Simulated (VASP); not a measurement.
# Mg32O33 (a cell with a defect) in VASP: notebook

Mg32O33 (a cell with a defect) is run at these levels: PBEsol, r2SCAN; tasks: single point.

All numbers are computed with VASP 6.6.1; they aren't measurements. Logs are shortened: lines on timing, memory, paths and dates and some standing lists are left out, and cuts for length are marked.

### Step 1. The cell of the first run

The cell holds a defect, 65 atoms: a = 8.429 Å, b = 8.429 Å, c = 8.429 Å, α = 90.00°, β = 90.00°, γ = 90.00°.

### Step 2. Single point, PBEsol

INCAR

```
SYSTEM = Mg32O33
  ALGO = Normal
  EDIFF = 1E-6
  ENCUT = 520
  GGA = PS
  GGA_COMPAT = .False.
  ISIF = 2
  ISMEAR = -1
  ISYM = -1
  LASPH = .True.
  LCHARG = .False.
  LREAL = Auto
  LWAVE = .False.
  NBANDS = 169
  NELM = 120
  PREC = Accurate
  SIGMA = 0.05
```

KPOINTS

```
explicit points
1
Reciprocal
  0.25000000   0.25000000   0.25000000 1
```

POSCAR

```
Mg32O33
1.0
    8.4288080000      0.0000000000      0.0000000000
    0.0000000000      8.4288080000      0.0000000000
    0.0000000000      0.0000000000      8.4288080000
O Mg
33 32
Direct
    0.2499550000      0.9993860000      0.0004980000
    0.2499510000      0.9993900000      0.5004970000
    0.2499530000      0.4993880000      0.0005000000
    0.2016520000      0.4510970000      0.5496870000
    0.7499520000      0.9993860000      0.0004970000
    0.7499520000      0.9993870000      0.5004970000
    0.7499520000      0.4993890000      0.0004990000
    0.7499520000      0.4993870000      0.5004970000
    0.9990830000      0.2485180000      0.0028930000
    0.9915950000      0.2410300000      0.5014900000
    0.0002040000      0.7491390000      0.0004970000
    0.0014660000      0.7478760000      0.5004960000
    0.4997050000      0.2496390000      0.0004980000
    0.4984410000      0.2509000000      0.5004970000
    0.5008220000      0.7502570000      0.9981020000
    0.5083050000      0.7577400000      0.4995000000
    0.0001800000      0.9993620000      0.2507500000
    0.9990840000      0.9969750000      0.7513240000
    0.0013910000      0.4993510000      0.2519190000
    0.9916050000      0.4981370000      0.7588410000
    0.5008220000      0.0017990000      0.2496710000
    0.4997280000      0.9994120000      0.7502400000
    0.5082930000      0.5006400000      0.2421600000
    0.4985170000      0.4994260000      0.7490740000
    0.2499150000      0.2508270000      0.2519190000
    0.2487050000      0.2410420000      0.7588380000
    0.2512050000      0.7577280000      0.2421600000
    0.2499920000      0.7479510000      0.7490740000
    0.7499280000      0.2496150000      0.2507500000
    0.7475410000      0.2485180000      0.7513240000
    0.7523640000      0.7502560000      0.2496710000
    0.7499760000      0.7491630000      0.7502390000
    0.2982300000      0.5476520000      0.4513310000
    0.9991060000      0.9989110000      0.0009340000
    0.9962330000      0.9982780000      0.5011370000
    0.9961670000      0.4987110000      0.0015910000
    0.9838640000      0.4978970000      0.5018650000
    0.5008000000      0.9998670000      0.0000560000
    0.5036750000      0.0004980000      0.4998570000
    0.5037420000      0.5000640000      0.9994030000
    0.5160380000      0.5008880000      0.4991150000
    0.2492760000      0.2456000000      0.0015910000
    0.2484610000      0.2333090000      0.5018660000
    0.2506280000      0.7531760000      0.9994030000
    0.2514540000      0.7654680000      0.4991140000
    0.7494770000      0.2485410000      0.0009350000
    0.7488420000      0.2456650000      0.5011370000
    0.7504330000      0.7502350000      0.0000560000
    0.7510630000      0.7531120000      0.4998570000
    0.2506190000      0.0005140000      0.2468430000
    0.2492860000      0.9982630000      0.7541490000
    0.2511750000      0.5006100000      0.2339690000
    0.2487440000      0.4981770000      0.7670300000
    0.7503910000      0.9998250000      0.2496820000
    0.7495180000      0.9989530000      0.7513100000
    0.7510780000      0.5000550000      0.2468420000
    0.7488270000      0.4987200000      0.7541510000
    0.9992260000      0.2486590000      0.2528360000
    0.9988370000      0.2482720000      0.7515930000
    0.0023590000      0.7500460000      0.2498680000
    0.9992980000      0.7469780000      0.7511220000
    0.5006120000      0.2517920000      0.2498670000
    0.4975450000      0.2487320000      0.7511220000
    0.5010740000      0.7505100000      0.2493920000
    0.5006830000      0.7501190000      0.7481610000
```

Potentials or basis: VASP PAW PBE potentials, release 64 (O, Mg).

Started as:

```bash
$ cat potpaw_PBE.64/O/POTCAR potpaw_PBE.64/Mg/POTCAR > POTCAR
$ mpirun -np 1 vasp_std > vasp.out
```

OUTCAR:

```text
SYSTEM = Mg32O33
   EDIFF = 1E-6
   ENCUT = 520
   GGA = PS
   ISIF = 2
   ISMEAR = -1
   ISYM = -1
   LASPH = .True.
   LREAL = Auto
   NELM = 120
   PREC = Accurate

 ion  position               nearest neighbor table
   1  0.250  0.999  0.000-  44 2.08  42 2.08  50 2.08  51 2.08  38 2.11  34 2.11
   2  0.250  0.999  0.500-  43 1.97  45 1.97  51 2.14  50 2.14  35 2.14  39 2.14
   3  0.250  0.499  0.001-  52 1.97  53 1.97  36 2.14  42 2.14  44 2.14  40 2.14
   4  0.202  0.451  0.550-  33 1.42  53 1.92  37 1.92  43 1.92  45 2.72  41 2.72  52 2.73
   5  0.750  0.999  0.000-  48 2.10  38 2.10  34 2.10  46 2.10  54 2.10  55 2.10
   6  0.750  0.999  0.500-  49 2.08  39 2.08  47 2.08  35 2.08  55 2.11  54 2.11
   7  0.750  0.499  0.000-  40 2.08  36 2.08  56 2.08  57 2.08  48 2.11  46 2.11
   8  0.750  0.499  0.500-  37 1.97  41 1.97  57 2.14  56 2.14  47 2.14  49 2.14
   9  0.999  0.249  0.003-  46 2.10  34 2.10  58 2.11  36 2.11  42 2.11  59 2.12
  10  0.992  0.241  0.501-  35 2.05  47 2.05  58 2.10  59 2.11  43 2.17  37 2.17
[... 20 lines left out ...]
  31  0.752  0.750  0.250-  54 2.10  48 2.10  60 2.11  49 2.11  56 2.11  64 2.12
  32  0.750  0.749  0.750-  65 2.10  61 2.10  55 2.11  48 2.11  49 2.11  57 2.11
  33  0.298  0.548  0.451-   4 1.42  52 1.92  41 1.92  45 1.92  43 2.72  37 2.72  53 2.73
  34  0.999  0.999  0.001-   5 2.10   9 2.10  18 2.10  11 2.11  17 2.11   1 2.11  42 2.96  51 2.96
                            44 2.96  48 2.96  50 2.96  54 2.96  60 2.97  59 2.97  55 2.98  46 2.98
  35  0.996  0.998  0.501-  10 2.05   6 2.08  18 2.11  17 2.11  12 2.11   2 2.14  43 2.91  45 2.91
                            49 2.92  47 2.95  55 2.96  54 2.96  58 2.97  60 2.98  59 2.98  61 2.99
  36  0.996  0.499  0.002-  20 2.05   7 2.08   9 2.11  19 2.11  11 2.11   3 2.14  53 2.91  52 2.91
                            56 2.92  57 2.95  46 2.96  48 2.96  61 2.97  60 2.98  59 2.98  58 2.99
  37  0.984  0.498  0.502-   4 1.92   8 1.97  19 2.11  12 2.11  10 2.17  20 2.17  33 2.72  47 2.91
                            57 2.91  56 2.91  49 2.91  58 2.97  61 2.97  59 2.98  60 3.01  43 3.15
  38  0.501  1.000  0.000-   5 2.10  15 2.10  21 2.10  13 2.11  22 2.11   1 2.11  44 2.96  50 2.96
                            42 2.96  46 2.96  51 2.96  55 2.96  63 2.97  64 2.97  54 2.98  48 2.98
  39  0.504  0.000  0.500-  16 2.05   6 2.08  21 2.11  22 2.11  14 2.11   2 2.14  45 2.91  43 2.91
                            47 2.92  49 2.95  54 2.96  55 2.96  65 2.97  63 2.98  64 2.98  62 2.99
  40  0.504  0.500  0.999-  23 2.05   7 2.08  15 2.11  24 2.11  13 2.11   3 2.14  52 2.91  53 2.91
                            57 2.92  56 2.95  48 2.96  46 2.96  62 2.97  63 2.98  64 2.98  65 2.99
  41  0.516  0.501  0.499-  33 1.92   8 1.97  24 2.11  14 2.11  16 2.17  23 2.17   4 2.72  49 2.91
                            56 2.91  57 2.91  47 2.91  65 2.97  62 2.97  64 2.98  63 3.01  45 3.15
  42  0.249  0.246  0.002-  26 2.05   1 2.08   9 2.11  25 2.11  13 2.11   3 2.14  53 2.91  52 2.91
[... 33 lines left out ...]
  59  0.999  0.248  0.752-  20 2.11  26 2.11  10 2.11  30 2.12  18 2.12   9 2.12  55 2.97  46 2.97
                            34 2.97  43 2.98  37 2.98  53 2.98  36 2.98  42 2.98  35 2.98  47 2.98
  60  0.002  0.750  0.250-  27 2.10  17 2.10  11 2.10  31 2.11  12 2.11  19 2.11  34 2.97  50 2.97
                            44 2.97  52 2.97  45 2.97  35 2.98  36 2.98  56 2.99  49 2.99  48 2.99
  61  0.999  0.747  0.751-  20 2.10  32 2.10  11 2.10  18 2.11  12 2.11  28 2.11  48 2.97  57 2.97
                            53 2.97  36 2.97  37 2.97  49 2.98  44 2.98  51 2.99  35 2.99  34 2.99
  62  0.501  0.252  0.250-  23 2.10  29 2.10  13 2.10  21 2.11  14 2.11  25 2.11  46 2.97  56 2.97
                            40 2.97  52 2.97  41 2.97  47 2.98  42 2.98  50 2.99  39 2.99  38 2.99
  63  0.498  0.249  0.751-  26 2.10  22 2.10  13 2.10  30 2.11  14 2.11  24 2.11  38 2.97  51 2.97
                            53 2.97  42 2.97  43 2.97  39 2.98  40 2.98  57 2.99  47 2.99  46 2.99
  64  0.501  0.751  0.249-  27 2.11  23 2.11  16 2.11  21 2.12  15 2.12  31 2.12  54 2.97  38 2.97
                            48 2.97  45 2.98  41 2.98  52 2.98  44 2.98  40 2.98  39 2.98  49 2.98
  65  0.501  0.750  0.748-  16 2.10  32 2.10  22 2.10  15 2.11  28 2.11  24 2.11  55 2.97  39 2.97
                            49 2.97  45 2.97  41 2.97  51 2.98  57 2.98  44 2.99  40 2.99  38 2.99

IMPORTANT INFORMATION: All symmetrisations will be switched off!
NOSYMM: (Re-)initialisation of all symmetry stuff for point group C_1.

----------------------------------------------------------------------------------------

                                     Primitive cell

  volume of cell :     598.8230

  direct lattice vectors                    reciprocal lattice vectors
     8.428808000  0.000000000  0.000000000     0.118640738  0.000000000  0.000000000
     0.000000000  8.428808000  0.000000000     0.000000000  0.118640738  0.000000000
     0.000000000  0.000000000  8.428808000     0.000000000  0.000000000  0.118640738

  length of vectors
     8.428808000  8.428808000  8.428808000     0.118640738  0.118640738  0.118640738

[... 148 lines left out ...]
   total plane-waves  NPLWV = 262144
   dimension x,y,z NGX =    64 NGY =   64 NGZ =   64
   dimension x,y,z NGXF=   128 NGYF=  128 NGZF=  128
   ions per type =              33  32
   NGX,Y,Z   is equivalent  to a cutoff of  12.62, 12.62, 12.62 a.u.
   NGXF,Y,Z  is equivalent  to a cutoff of  25.25, 25.25, 25.25 a.u.
 SYSTEM =  Mg32O33
   PREC   = accura    normal or accurate (medium, high low for compatibility)
   ISTART =      0    job   : 0-new  1-cont  2-samecut
   ICHARG =      2    charge: 1-file 2-atom 10-const
   ISPIN  =      1    spin polarized calculation?
   LNONCOLLINEAR =      F non collinear calculations
   LSORBIT =      F    spin-orbit coupling
   LASPH  =      T    aspherical Exc in radial PAW
   ENCUT  =  520.0 eV  38.22 Ry    6.18 a.u.  15.67 15.67 15.67*2*pi/ulx,y,z
   NELM   =    120;   NELMIN=  2; NELMDL= -5     # of ELM steps
   EDIFF  = 0.1E-05   stopping-criterion for ELM
   LREAL  =      T    real-space projection
   EDIFFG = 0.1E-04   stopping-criterion for IOM
   NSW    =      0    number of steps for IOM
   IBRION =     -1    ionic relax: 0-MD 1-quasi-New 2-CG
   NFREE  =      0    steps in history (QN), initial steepest desc. (CG)
   ISIF   =      2    stress and relaxation
   ISYM   =     -1    0-nonsym 1-usesym 2-fastsym
   POTIM  = 0.5000    time-step for ionic-motion
   TEBEG  =    0.0;   TEEND  =   0.0 temperature during run
   PSTRESS=    0.0 pullay stress
   NELECT =     262.0000    total number of electrons
   NUPDOWN=      -1.0000    fix difference up-down
   EMIN   =  10.00;   EMAX   =-10.00  energy-range for DOS
   EFERMI =   0.00;   METHOD = LEGACY
   ISMEAR =    -1;   SIGMA  =   0.05  broadening in eV -4-tet -1-fermi 0-gaus
   EFERMI_NEDOS =   21; number of points for ismear=-14 and -15
   IALGO  =     38    algorithm
   IMIX   =      4    mixing-type and parameters
     AMIX     =   0.40;   BMIX     =  1.00
     AMIX_MAG =   1.60;   BMIX_MAG =  1.00
  volume/ion in A,a.u.               =       9.21        62.17
  Fermi-wavevector in a.u.,A,eV,Ry     =   1.242822  2.348594 21.015664  1.544608
  Thomas-Fermi vector in A             =   2.377160
   LORBIT       =      0    0 simple, 1 ext, 2 COOP (PROOUT), +10 PAW based schemes
   GGA     = PS    functional components
   LHFCALC =     F    Hartree Fock is set to
   AEXX    =    0.0000 exact exchange contribution
   IVDW    =     0    specifies the selected vdW correction
   LEPSILON=     F    determine dielectric tensor
   LRPA    =     F    only Hartree local field effects (RPA)
 non-spin polarized calculation
  energy-cutoff  :      520.00
  volume of cell :      598.82
 maximum number of plane-waves:     16125
 NGX is ok and might be reduce to    64
   NGX = 31   NGY = 31   NGZ = 31

 number of electron     261.9999938 magnetization

 Free energy of the ion-electron system (eV)
  ---------------------------------------------------
  ext. energy  EPLUGINS =         0.00000000
  ---------------------------------------------------
  free energy    TOTEN  =      -403.15918813 eV

  energy without entropy =     -403.15918813  energy(sigma->0) =     -403.15918813

 E-fermi :   4.8292     XC(G=0): -11.3649

 val. band max:        3.5194414177   @ k =   0.2500   0.2500   0.2500
 cond. band min:       8.7573724418   @ k =   0.2500   0.2500   0.2500
 fundamental gap:      5.2379310241
 Fermi energy:         4.8291629230

 k-point     1 :       0.2500    0.2500    0.2500
  band No.  band energies     occupation
      1     -18.2653      2.00000
      2     -13.8887      2.00000
      3     -13.5715      2.00000
      4     -13.5666      2.00000
      5     -13.4479      2.00000
      6     -13.2589      2.00000
[... 135 lines left out ...]
    142      11.5899      0.00000
    143      11.7426      0.00000
 [bands above 143 left out]

------------------------ aborting loop because EDIFF is reached ----------------------------------------

  FORCE on cell =-STRESS in cart. coord.  units (eV):
  Direction    XX          YY          ZZ          XY          YZ          ZX
  --------------------------------------------------------------------------------------
  -------------------------------------------------------------------------------------
  Total       12.4276862     12.3963710     12.5324780      2.8578524     -3.9613902     -3.9784754
  in kB       33.2508214     33.1670361     33.5311964      7.6463098    -10.5988738    -10.6445860
  external PRESSURE =      33.3163513 kB  Pullay stress =       0.0000000 kB

 VOLUME and BASIS-vectors are now :
 -----------------------------------------------------------------------------
  energy-cutoff  :      520.00
  volume of cell :      598.82
      direct lattice vectors                 reciprocal lattice vectors
     8.428808000  0.000000000  0.000000000     0.118640738  0.000000000  0.000000000
     0.000000000  8.428808000  0.000000000     0.000000000  0.118640738  0.000000000
     0.000000000  0.000000000  8.428808000     0.000000000  0.000000000  0.118640738

 POSITION                                       TOTAL-FORCE (eV/Angst)
 -----------------------------------------------------------------------------------
      2.10682      8.42363      0.00420        -0.000126     -0.004337      0.003401
      2.10679      8.42367      4.21859         0.000208     -0.004826      0.003209
      2.10681      4.20925      0.00421         0.000088     -0.004322      0.003146
      1.69969      3.80221      4.63321        -0.154208     -0.154361      0.147682
      6.32120      8.42363      0.00419         0.000069     -0.004273      0.003373
      6.32120      8.42364      4.21859         0.000041     -0.004457      0.003230
[... 57 lines left out ...]
      4.22346      6.32590      2.10208        -0.003135     -0.002773      0.002354
      4.22016      6.32261      6.30611         0.001214      0.002931     -0.000124
 -----------------------------------------------------------------------------------
    total drift:                                0.001920     -0.053541      0.039144

  FREE ENERGIE OF THE ION-ELECTRON SYSTEM (eV)
  ---------------------------------------------------
  free  energy   TOTEN  =      -403.1591881261 eV

  energy  without entropy=     -403.1591881261  energy(sigma->0) =     -403.15918813
```

Run time: 3.9 min. Hardware: 1 thread of AMD EPYC 7R13 (Zen 3), shared host; peak memory 0.54 GiB.

What came out:

* Free energy: -403.1592 eV
* Pressure: 3.3 GPa
* Largest force: 0.269 eV/Å
* Band gap on the k mesh: 5.24 eV

Forces on the atoms (eV/Å):
```
O    0.000 -0.004  0.003
O    0.000 -0.005  0.003
O    0.000 -0.004  0.003
O   -0.154 -0.154  0.148
O    0.000 -0.004  0.003
O    0.000 -0.004  0.003
O    0.000 -0.004  0.003
O    0.000 -0.004  0.003
O   -0.001  0.001  0.003
O    0.000  0.001 -0.004
O    0.003 -0.006  0.002
O    0.000  0.001  0.000
O   -0.003 -0.002  0.004
O   -0.002  0.001  0.000
O    0.001  0.000 -0.009
O   -0.001 -0.001  0.003
O    0.002 -0.003  0.005
O    0.000 -0.001 -0.001
O    0.000  0.000  0.000
O   -0.001  0.005  0.001
O    0.002  0.009 -0.001
O   -0.003 -0.005  0.002
O    0.000 -0.003  0.000
O   -0.002 -0.001 -0.002
O    0.001  0.001  0.002
O    0.003  0.000 -0.001
O   -0.003  0.000 -0.001
O    0.000 -0.001  0.000
O    0.000 -0.001  0.007
O   -0.003  0.000  0.000
O    0.007  0.001  0.000
O    0.000 -0.006  0.002
O    0.157  0.157 -0.152
Mg   0.003  0.002 -0.001
Mg  -0.001  0.004 -0.001
Mg  -0.001  0.001 -0.005
Mg   0.009 -0.004  0.005
Mg  -0.001  0.001 -0.001
Mg  -0.001 -0.003  0.000
Mg  -0.001  0.001  0.004
Mg  -0.009  0.008 -0.008
Mg   0.000  0.000 -0.005
Mg  -0.006  0.011  0.005
Mg   0.000  0.000  0.003
Mg   0.006 -0.008 -0.007
Mg   0.001  0.004 -0.002
Mg   0.003  0.000 -0.001
Mg   0.000 -0.001 -0.001
Mg  -0.004  0.000  0.000
Mg  -0.001 -0.003  0.000
Mg   0.001  0.005  0.001
Mg   0.006  0.007  0.006
Mg  -0.005 -0.004 -0.010
Mg   0.000  0.001  0.001
Mg   0.000  0.001 -0.003
Mg  -0.005  0.000  0.000
Mg   0.004  0.002  0.000
Mg  -0.001  0.001 -0.003
Mg   0.005  0.006 -0.005
Mg  -0.001  0.003 -0.003
Mg  -0.001  0.003  0.000
Mg   0.002  0.001 -0.002
Mg   0.001  0.000  0.000
Mg  -0.003 -0.003  0.002
Mg   0.001  0.003  0.000
```

Stress tensor (GPa, compression positive):
```
 3.33  0.76 -1.06
 0.76  3.32 -1.06
-1.06 -1.06  3.35
```

Levels at points of the mesh, in eV from the valence-band top:
```csv
k point,band 127,band 128,band 129,band 130,band 131,band 132,band 133,band 134,band 135,band 136
"(0.25, 0.25, 0.25)",-0.74,-0.49,-0.49,-0.08,0.00,5.24,5.54,6.76,6.81,6.90
```

Caveat: the PAW data sets were made with another functional, which shifts forces and pressure a little.

### Step 3. Single point, PBEsol

INCAR

```
PREC = Accurate
ENCUT = 520
EDIFF = 1E-6
ISMEAR = -1
SIGMA = 0.05
LREAL = Auto
LASPH = T
NELM = 120
ALGO = Normal
ISIF = 2
LWAVE = F
LCHARG = T
GGA = PS
LELF = T
LVHAR = T
ISYM = -1
NBANDS = 169
GGA_COMPAT = F
```

KPOINTS is that of step 2.

POSCAR is that of step 2.

Potentials or basis: VASP PAW PBE potentials, release 64 (O, Mg).

Started as:

```bash
$ cat potpaw_PBE.64/O/POTCAR potpaw_PBE.64/Mg/POTCAR > POTCAR
$ mpirun -np 1 vasp_std > vasp.out
```

It took 4 min on 1 thread of AMD EPYC 7R13 (Zen 3), shared host; peak memory 0.54 GiB.

It converged, with:

| Quantity | Value |
| --- | --- |
| Free energy | -403.1592 eV |
| Pressure | 3.3 GPa |
| Largest force | 0.269 eV/Å |
| Band gap on the k mesh | 5.24 eV |

Forces on the atoms (eV/Å):
```
O    0.000 -0.004  0.003
O    0.000 -0.005  0.003
O    0.000 -0.004  0.003
O   -0.154 -0.154  0.148
O    0.000 -0.004  0.003
O    0.000 -0.004  0.003
O    0.000 -0.004  0.003
O    0.000 -0.004  0.003
O   -0.001  0.001  0.003
O    0.000  0.001 -0.004
O    0.003 -0.006  0.002
O    0.000  0.001  0.000
O   -0.003 -0.002  0.004
O   -0.002  0.001  0.000
O    0.001  0.000 -0.009
O   -0.001 -0.001  0.003
O    0.002 -0.003  0.005
O    0.000 -0.001 -0.001
O    0.000  0.000  0.000
O   -0.001  0.005  0.001
O    0.002  0.009 -0.001
O   -0.003 -0.005  0.002
O    0.000 -0.003  0.000
O   -0.002 -0.001 -0.002
O    0.001  0.001  0.002
O    0.003  0.000 -0.001
O   -0.003  0.000 -0.001
O    0.000 -0.001  0.000
O    0.000 -0.001  0.007
O   -0.003  0.000  0.000
O    0.007  0.001  0.000
O    0.000 -0.006  0.002
O    0.157  0.157 -0.152
Mg   0.003  0.002 -0.001
Mg  -0.001  0.004 -0.001
Mg  -0.001  0.001 -0.005
Mg   0.009 -0.004  0.005
Mg  -0.001  0.001 -0.001
Mg  -0.001 -0.003  0.000
Mg  -0.001  0.001  0.004
Mg  -0.009  0.008 -0.008
Mg   0.000  0.000 -0.005
Mg  -0.006  0.011  0.005
Mg   0.000  0.000  0.003
Mg   0.006 -0.008 -0.007
Mg   0.001  0.004 -0.002
Mg   0.003  0.000 -0.001
Mg   0.000 -0.001 -0.001
Mg  -0.004  0.000  0.000
Mg  -0.001 -0.003  0.000
Mg   0.001  0.005  0.001
Mg   0.006  0.007  0.006
Mg  -0.005 -0.004 -0.010
Mg   0.000  0.001  0.001
Mg   0.000  0.001 -0.003
Mg  -0.005  0.000  0.000
Mg   0.004  0.002  0.000
Mg  -0.001  0.001 -0.003
Mg   0.005  0.006 -0.005
Mg  -0.001  0.003 -0.003
Mg  -0.001  0.003  0.000
Mg   0.002  0.001 -0.002
Mg   0.001  0.000  0.000
Mg  -0.003 -0.003  0.002
Mg   0.001  0.003  0.000
```

Stress tensor (GPa, compression positive):
```
 3.33  0.76 -1.06
 0.76  3.32 -1.06
-1.06 -1.06  3.35
```

Levels at points of the mesh, in eV from the valence-band top:
```csv
k point,band 127,band 128,band 129,band 130,band 131,band 132,band 133,band 134,band 135,band 136
"(0.25, 0.25, 0.25)",-0.74,-0.49,-0.49,-0.08,0.00,5.24,5.54,6.76,6.81,6.90
```

Caveat: the PAW data sets were made with another functional, which shifts forces and pressure a little.

[end of part 1 of 2]
